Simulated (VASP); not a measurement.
Here is a VASP 6.6.1 calculation.

File POSCAR:

```
Ag
1.0
    0.0000000000      2.6739609446      2.6739609446
    2.6739609446      0.0000000000      2.6739609446
    2.6739609446      2.6739609446      0.0000000000
Ag
2
Direct
    0.0000000000      0.0000000000      0.0000000000
    0.2500000000      0.2500000000      0.2500000000
```

File INCAR.step1:

```
SYSTEM = Ag
ALGO = Normal
EDIFF = 1E-4
ENCUT = 520
GGA = PE
ISMEAR = -1
LASPH = .TRUE.
LCHARG = .FALSE.
LREAL = .FALSE.
LWAVE = .TRUE.
NBANDS = 18
NELM = 100
PREC = Accurate
SIGMA = 0.1
```

The input INCAR.step2:

```
SYSTEM = Ag
ALGO = Normal
EDIFF = 1E-7
ENCUT = 520
ISIF = 2
ISMEAR = -1
ISTART = 1
LASPH = .TRUE.
LCHARG = .FALSE.
LMIXTAU = .TRUE.
LREAL = .FALSE.
LWAVE = .FALSE.
METAGGA = R2SCAN
NBANDS = 18
NELM = 100
PREC = Accurate
SIGMA = 0.1
```

Contents of KPOINTS:

```
k-points
0
G
  8 8 8
  0 0 0
```

Potentials or basis: VASP PAW PBE potentials, release 64 (Ag).

Launch:

```console
$ cat potpaw_PBE.64/Ag/POTCAR > POTCAR
$ cp INCAR.step1 INCAR
$ mpirun -np 1 vasp_std > vasp.out
$ cp INCAR.step2 INCAR
$ mpirun -np 1 vasp_std > vasp.out
```

Predict the pressure.

45.3 GPa.

Estimate the band gap on the k mesh.

zero (band 11 reaches 8.17 eV, above the bottom of band 12 at 6.64 eV).

Caveat: the PAW data sets were made with another functional, which shifts forces and pressure a little.
